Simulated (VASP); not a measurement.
# Cr (Im-3m) in VASP: notebook, part 2 of 2

VASP 6.6.1. The steps go on from the part before.

**3. Single point, r2SCAN, collinear spin, ferromagnetic start**

This run uses another cell than the first one, of 12.56 Å³/atom, 0.960 times its volume.

POSCAR reads:

```
Cr
1.0
   -1.4643870875      1.4643870875      1.4643870875
    1.4643870875     -1.4643870875      1.4643870875
    1.4643870875      1.4643870875     -1.4643870875
Cr
1
Direct
    0.0000000000      0.0000000000      0.0000000000
```

INCAR.step1 reads:

```
SYSTEM = Cr
ALGO = Normal ; EDIFF = 1E-4
ENCUT = 520 ; GGA = PE
ISMEAR = -1 ; ISPIN = 2
LASPH = .TRUE. ; LCHARG = .FALSE.
LMAXMIX = 4 ; LREAL = .FALSE.
LWAVE = .TRUE. ; MAGMOM = 3
NBANDS = 16 ; NELM = 150
PREC = Accurate ; SIGMA = 0.05
```

INCAR.step2 reads:

```
SYSTEM = Cr
ALGO = Normal ; EDIFF = 1E-6
ENCUT = 520 ; ISIF = 2
ISMEAR = -1 ; ISPIN = 2
ISTART = 1 ; LASPH = .TRUE.
LCHARG = .FALSE. ; LMAXMIX = 4
LMIXTAU = .TRUE. ; LORBIT = 11
LREAL = .FALSE. ; LWAVE = .FALSE.
MAGMOM = 3 ; METAGGA = R2SCAN
NBANDS = 16 ; NELM = 150
PREC = Accurate ; SIGMA = 0.05
```

KPOINTS reads:

```
k-points
0
G
  12 12 12
  0 0 0
```

Potentials or basis: VASP PAW PBE potentials, release 64 (Cr_pv).

Started as:

```console
> cat potpaw_PBE.64/Cr_pv/POTCAR > POTCAR
> cp INCAR.step1 INCAR
> mpirun -np 1 vasp_std > vasp.out
> cp INCAR.step2 INCAR
> mpirun -np 1 vasp_std > vasp.out
```

OUTCAR:

```text
SYSTEM = Cr
   EDIFF = 1E-6
   ENCUT = 520
   ISIF = 2
   ISMEAR = -1
   ISPIN = 2
   ISTART = 1
   LASPH = .TRUE.
   LORBIT = 11
   LREAL = .FALSE.
   METAGGA = R2SCAN
   NELM = 150
   PREC = Accurate

 ion  position               nearest neighbor table
   1  0.000  0.000  0.000-

  LATTYP: Found a body centered cubic cell.
 ALAT       =     2.9287741750

  Lattice vectors:

 A1 = (  -1.4643870875,   1.4643870875,   1.4643870875)
 A2 = (   1.4643870875,  -1.4643870875,   1.4643870875)
 A3 = (   1.4643870875,   1.4643870875,  -1.4643870875)

Analysis of symmetry for initial positions (statically):
=====================================================================
 Subroutine PRICEL returns:
 Original cell was already a primitive cell.

 Routine SETGRP: Setting up the symmetry group for a
 body centered cubic supercell.

 Subroutine GETGRP returns: Found 48 space group operations
 (whereof 48 operations were pure point group operations)
 out of a pool of 48 trial point group operations.

The static configuration has the point symmetry O_h .

Analysis of symmetry for dynamics (positions and initial velocities):
=====================================================================
 Subroutine PRICEL returns:
 Original cell was already a primitive cell.

 Routine SETGRP: Setting up the symmetry group for a
 body centered cubic supercell.

 Subroutine GETGRP returns: Found 48 space group operations
 (whereof 48 operations were pure point group operations)
 out of a pool of 48 trial point group operations.

The dynamic configuration has the point symmetry O_h .

Analysis of structural, dynamic, and magnetic symmetry:
=====================================================================
 Subroutine PRICEL returns:
 Original cell was already a primitive cell.

 Routine SETGRP: Setting up the symmetry group for a
 body centered cubic supercell.

 Subroutine GETGRP returns: Found 48 space group operations
 (whereof 48 operations were pure point group operations)
 out of a pool of 48 trial point group operations.

The overall configuration has the point symmetry O_h .

 Subroutine INISYM returns: Found 48 space group operations
 (whereof 48 operations are pure point group operations),
 and found     1 'primitive' translations

----------------------------------------------------------------------------------------

                                     Primitive cell

  volume of cell :      12.5611

  direct lattice vectors                    reciprocal lattice vectors
    -1.464387088  1.464387088  1.464387088     0.000000000  0.341439777  0.341439777
     1.464387088 -1.464387088  1.464387088     0.341439777  0.000000000  0.341439777
     1.464387088  1.464387088 -1.464387088     0.341439777  0.341439777  0.000000000

  length of vectors
     2.536392837  2.536392837  2.536392837     0.482868763  0.482868763  0.482868763

  position of ions in fractional coordinates (direct lattice)
     0.000000000  0.000000000  0.000000000

  ion indices of the primitive-cell ions
   primitive index   ion index
[... 24 lines left out ...]
 ===========================================

 Found     72 irreducible k-points:

 Following reciprocal coordinates:
            Coordinates               Weight
  0.000000  0.000000  0.000000      1.000000
  0.083333  0.000000  0.000000     12.000000
  0.166667  0.000000  0.000000     12.000000
  0.250000  0.000000  0.000000     12.000000
  0.333333  0.000000  0.000000     12.000000
  0.416667  0.000000  0.000000     12.000000
[... 16 lines left out ...]
  0.333333  0.083333  0.083333     24.000000
  0.416667  0.083333  0.083333     12.000000
 [... further k-points ...]
   k-points           NKPTS =     72   k-points in BZ     NKDIM =     72   number of bands    NBANDS=     16
   number of dos      NEDOS =    301   number of ions     NIONS =      1
   total plane-waves  NPLWV =   8000
   dimension x,y,z NGX =    20 NGY =   20 NGZ =   20
   dimension x,y,z NGXF=    40 NGYF=   40 NGZF=   40
   ions per type =               1
   NGX,Y,Z   is equivalent  to a cutoff of  13.11, 13.11, 13.11 a.u.
   NGXF,Y,Z  is equivalent  to a cutoff of  26.22, 26.22, 26.22 a.u.
 SYSTEM =  Cr
   PREC   = accura    normal or accurate (medium, high low for compatibility)
   ISTART =      1    job   : 0-new  1-cont  2-samecut
   ICHARG =      0    charge: 1-file 2-atom 10-const
   ISPIN  =      2    spin polarized calculation?
   LNONCOLLINEAR =      F non collinear calculations
   LSORBIT =      F    spin-orbit coupling
   LASPH  =      T    aspherical Exc in radial PAW
   ENCUT  =  520.0 eV  38.22 Ry    6.18 a.u.   4.72  4.72  4.72*2*pi/ulx,y,z
   NELM   =    150;   NELMIN=  2; NELMDL=  0     # of ELM steps
   EDIFF  = 0.1E-05   stopping-criterion for ELM
   LREAL  =      F    real-space projection
[... 7 lines left out ...]
   TEBEG  =    0.0;   TEEND  =   0.0 temperature during run
   PSTRESS=    0.0 pullay stress
   NELECT =      12.0000    total number of electrons
   NUPDOWN=      -1.0000    fix difference up-down
   EMIN   =  10.00;   EMAX   =-10.00  energy-range for DOS
   EFERMI =   0.00;   METHOD = LEGACY
   ISMEAR =    -1;   SIGMA  =   0.05  broadening in eV -4-tet -1-fermi 0-gaus
   EFERMI_NEDOS =   21; number of points for ismear=-14 and -15
   IALGO  =     38    algorithm
   IMIX   =      4    mixing-type and parameters
     AMIX     =   0.40;   BMIX     =  1.00
     AMIX_MAG =   1.60;   BMIX_MAG =  1.00
  volume/ion in A,a.u.               =      12.56        84.77
  Fermi-wavevector in a.u.,A,eV,Ry     =   1.612350  3.046900 35.370698  2.599673
  Thomas-Fermi vector in A             =   2.707594
   LORBIT       =     11    0 simple, 1 ext, 2 COOP (PROOUT), +10 PAW based schemes
   METAGGA = R2SCAN    functional components
   LHFCALC =     F    Hartree Fock is set to
   AEXX    =    0.0000 exact exchange contribution
   IVDW    =     0    specifies the selected vdW correction
   LEPSILON=     F    determine dielectric tensor
   LRPA    =     F    only Hartree local field effects (RPA)
 spin polarized calculation
  energy-cutoff  :      520.00
  volume of cell :       12.56
 maximum number of plane-waves:       370
   NGX =  9   NGY =  9   NGZ =  9

 number of electron      12.0000009 magnetization      -0.0000202

 number of electron      12.0000009 magnetization       0.0000001

 Free energy of the ion-electron system (eV)
  ---------------------------------------------------
  ext. energy  EPLUGINS =         0.00000000
  ---------------------------------------------------
  free energy    TOTEN  =       -14.71602712 eV

  energy without entropy =      -14.71029975  energy(sigma->0) =      -14.71316344

 E-fermi :   9.6786     XC(G=0): -14.4407

 val. band max:        9.6751377120   @ k =   0.4167   0.0833   0.0000
 cond. band min:       9.7851093927   @ k =   0.4167   0.0000   0.0000
 fundamental gap:      0.1099716806
 Fermi energy:         9.6786340627

 spin component 1

 k-point     1 :       0.0000    0.0000    0.0000
  band No.  band energies     occupation
      1     -34.6808      1.00000
      2     -34.6808      1.00000
      3     -34.6808      1.00000
      4       1.6539      1.00000
      5       8.8969      1.00000
      6       8.8970      1.00000
[... 435 lines left out ...]
      5       7.3680      1.00000
      6       9.3668      0.99805
[... 8 lines left out ...]
     15      41.0597      0.00000
     16      42.1843      0.00000

 [... further k-points ...]

 spin component 2

 k-point     1 :       0.0000    0.0000    0.0000
  band No.  band energies     occupation
      1     -34.6808      1.00000
      2     -34.6808      1.00000
      3     -34.6808      1.00000
      4       1.6539      1.00000
      5       8.8969      1.00000
      6       8.8970      1.00000
[... 435 lines left out ...]
      5       7.3680      1.00000
      6       9.3668      0.99805
[... 8 lines left out ...]
     15      41.0597      0.00000
     16      42.1843      0.00000

 [... further k-points ...]
[... 5 lines left out ...]
  --------------------------------------------------------------------------------------
  -------------------------------------------------------------------------------------
  Total       -1.7981355     -1.7981355     -1.7981355      0.0000000     -0.0000000     -0.0000000
  in kB     -229.3534764   -229.3534764   -229.3534764      0.0000000     -0.0000000     -0.0000000
  external PRESSURE =    -229.3534764 kB  Pullay stress =       0.0000000 kB

 VOLUME and BASIS-vectors are now :
 -----------------------------------------------------------------------------
  energy-cutoff  :      520.00
  volume of cell :       12.56
      direct lattice vectors                 reciprocal lattice vectors
    -1.464387088  1.464387088  1.464387088     0.000000000  0.341439777  0.341439777
     1.464387088 -1.464387088  1.464387088     0.341439777  0.000000000  0.341439777
     1.464387088  1.464387088 -1.464387088     0.341439777  0.341439777  0.000000000

 POSITION                                       TOTAL-FORCE (eV/Angst)
 -----------------------------------------------------------------------------------
      0.00000      0.00000      0.00000         0.000000      0.000000      0.000000
 -----------------------------------------------------------------------------------
    total drift:                                0.000000     -0.000000      0.000000

  FREE ENERGIE OF THE ION-ELECTRON SYSTEM (eV)
  ---------------------------------------------------
  free  energy   TOTEN  =       -14.7160271234 eV

  energy  without entropy=      -14.7102997533  energy(sigma->0) =      -14.71316344

 total charge

# of ion       s       p       d       tot
------------------------------------------
    1        0.676   6.370   4.079  11.124

 magnetization (x)

# of ion       s       p       d       tot
------------------------------------------
    1        0.000  -0.000   0.000   0.000
```

Wall time 78 s (1 thread of Intel Xeon Platinum 8488C (Sapphire Rapids), shared host); peak memory 0.14 GiB.

Results:

| Quantity | Value |
| --- | --- |
| Free energy | -14.7160 eV |
| Pressure | -22.9 GPa |
| Band gap on the k mesh | zero (filled and empty bands overlap) |
| Net moment | 0.00 μB per cell |
| Valence electrons inside the program's atomic spheres | Cr 11.12 |

Levels at points of the mesh, in eV from the Fermi level:
Spin up:
```
           k point  band 3  band 4  band 5  band 6  band 7  band 8  band 9  band 10
(0.00, 0.00, 0.00)  -44.36   -8.02   -0.78   -0.78   -0.78    1.39    1.39     3.13
(0.50, 0.00, 0.00)  -44.36   -4.16   -2.23    0.84    1.29    1.69    2.64     3.06
(0.50, 0.50, 0.50)  -44.87   -3.79   -3.79    2.29    2.29    2.29    3.06    10.30
```
Spin down:
```
           k point  band 2  band 3  band 4  band 5  band 6  band 7  band 8  band 9  band 10  band 11
(0.00, 0.00, 0.00)  -44.36  -44.36   -8.02   -0.78   -0.78   -0.78    1.39    1.39     3.13    22.53
(0.50, 0.00, 0.00)  -44.59  -44.36   -4.16   -2.23    0.84    1.29    1.69    2.64     3.06     9.44
(0.50, 0.50, 0.50)  -44.87  -44.87   -3.79   -3.79    2.29    2.29    2.29    3.06    10.30    10.30
```

Caveat: the starting moments collapsed, and a magnetic state may lie lower; the PAW data sets were made with another functional, which shifts forces and pressure a little.
